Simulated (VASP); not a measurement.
**PtSe2: vibrations by perturbation theory with LDA**

The system is PtSe2.

```
Pt Se
1.0
     3.69088    0.00000    0.00000
    -1.84544    3.19640    0.00000
     0.00000    0.00000    4.46803
Pt Se
1 2
Direct
  0.00000 0.00000 0.00000
  0.33333 0.66667 0.27979
  0.66667 0.33333 0.72021
```

```json
{
  "Program": "VASP 6.6.1",
  "Task": "vibrations by perturbation theory",
  "Functional": "LDA",
  "Potentials or basis": "VASP PAW LDA potentials, release 64 (Pt, Se)",
  "Cutoff": "500 eV",
  "k mesh": "12 × 12 × 8",
  "Occupations": "fermi-dirac, width 0.15 eV",
  "Spin": "no spin polarisation",
  "Dipole correction": "no",
  "Further INCAR settings": "ALGO = Normal; EDIFF = 1e-08; IBRION = 8; NSW = 1"
}
```

- Highest phonon frequency at Γ, LO-TO splitting left out: 237 cm⁻¹

Phonon frequencies in cm⁻¹ (negative: imaginary):
```
              q point                    frequencies
(0.000, 0.000, 0.000)  0 0 0 170 170 228 233 237 237
```

Wall time 11 min on 1 thread of AMD EPYC 9R45 96-Core Processor (Zen 5), with other jobs on the host, peak memory 1.1 GiB.

Caveat: the cell stands under pressure or tension, which shifts response properties.
